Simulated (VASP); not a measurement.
Crystal: BiB.

```xyz
2
Lattice="0.0000 2.6268 2.6268 2.6268 0.0000 2.6268 2.6268 2.6268 0.0000" Properties=species:S:1:pos:R:3 pbc="T T T"
B     0.0000    0.0000    0.0000
Bi    2.6268    2.6268    2.6268
```

Program: VASP 6.6.1. Alike in all runs: task single point; potentials or basis VASP PAW PBE potentials, release 64 (B, Bi_d); no spin polarisation; cell as given.

Task: Order these runs on this cell by their pressure, lowest first.
A. level PBEsol; k mesh 6 × 6 × 6; cutoff (eV) 500; smearing gaussian 0.001 eV
B. level PBE-based screened hybrid with 100 % exact exchange; k mesh 4 × 4 × 4; cutoff (eV) 520; smearing fermi-dirac 0.02 eV; grid for exact exchange (PRECFOCK) Normal; share of exact exchange 1; screening parameter 0.3 1/Å
C. level HSE06; k mesh 4 × 4 × 4; cutoff (eV) 520; smearing fermi-dirac 0.02 eV; grid for exact exchange (PRECFOCK) Normal; share of exact exchange 0.25; screening parameter 0.2079 1/Å

Result: B (-4.2 GPa), A (-2.1 GPa), C (0.7 GPa).

Caveats: some runs use coarse meshes; the PAW data sets were made with another functional, which shifts forces and pressure a little.
